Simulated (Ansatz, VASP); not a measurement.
# One calculation of InSb, two programs

```
In Sb
1.0
     0.00000    3.23910    3.23910
     3.48203    0.00000    3.23910
     3.48203    3.23910    0.00000
In Sb
1 1
Direct
  0.00000 0.00000 0.00000
  0.75000 0.75000 0.75000
```

Change from the starting cell: strain +0.0750 x Voigt [1, 0, 0, 0, 0, 0], atoms carried along.

Alike in both runs: task single point; functional r2SCAN; k mesh 10 × 10 × 10; occupations gaussian, width 0.03 eV; no spin polarisation.

|  | VASP | Ansatz |
| --- | --- | --- |
| version | VASP 6.6.1 | Ansatz 0.2.0 |
| potentials or method | VASP PAW PBE potentials, release 64 (In_d, Sb), cutoff 520 eV | scalar-relativistic, plane waves, PAW |
| valence electrons in the cell | 18 | 28 |

Ansatz gave:

| Item | Value |
| --- | --- |
| gap on the k mesh at the Fermi level (eV) | none |
| pressure (GPa) | -1.5 |
| traceless stress, the component that is largest in VASP (GPa) | -1.64 |

**Question.** What did VASP give for the same quantities?

**Answer.** gap on the k mesh at the Fermi level (eV): none; pressure (GPa): -1.5; traceless stress, the component that is largest in VASP (GPa): -1.65.

VASP's potentials were made for PBE, not for r2SCAN. A gap of «none» marks a metal or a gap that the smearing closes. VASP's potentials hold 18 valence electrons a cell and Ansatz's 28, so a difference there can come from the potentials and not from the codes.

Neither program's run includes spin-orbit coupling.
